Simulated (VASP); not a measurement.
A run of VASP 6.6.1:

INCAR

```
SYSTEM = Si
ALGO = Normal
EDIFF = 1E-7
ENCUT = 520
ISIF = 2
ISMEAR = -1
LASPH = .TRUE.
LCHARG = .TRUE.
LELF = .TRUE.
LREAL = .FALSE.
LVHAR = .TRUE.
LWAVE = .FALSE.
NBANDS = 8
NELM = 60
PREC = Accurate
SIGMA = 0.1
```

Contents of KPOINTS:

```
k-points
0
G
  13 13 12
  0 0 0
```

Contents of POSCAR:

```
Si
1.0
    2.5926655304      0.0000000000      0.0000000000
   -1.2963327652      2.2453142176      0.0000000000
    0.0000000000      0.0000000000      2.4346637529
Si
1
Direct
    0.0000000000      0.0000000000      0.0000000000
```

Potentials or basis: VASP PAW LDA potentials, release 64 (Si).

The run is started by

```sh
$ cat potpaw_LDA.64/Si/POTCAR > POTCAR
$ mpirun -np 1 vasp_std > vasp.out
```

Hardware: 1 thread of Intel(R) Xeon(R) 6975P-C (Granite Rapids), with other jobs on the host.

Task: How long does it take, and how much memory?

Result: Run time: 5.2 s on 1 thread of Intel(R) Xeon(R) 6975P-C (Granite Rapids), on a shared host, peak memory 0.12 GiB. Counts: scf iterations 11, k points 147.
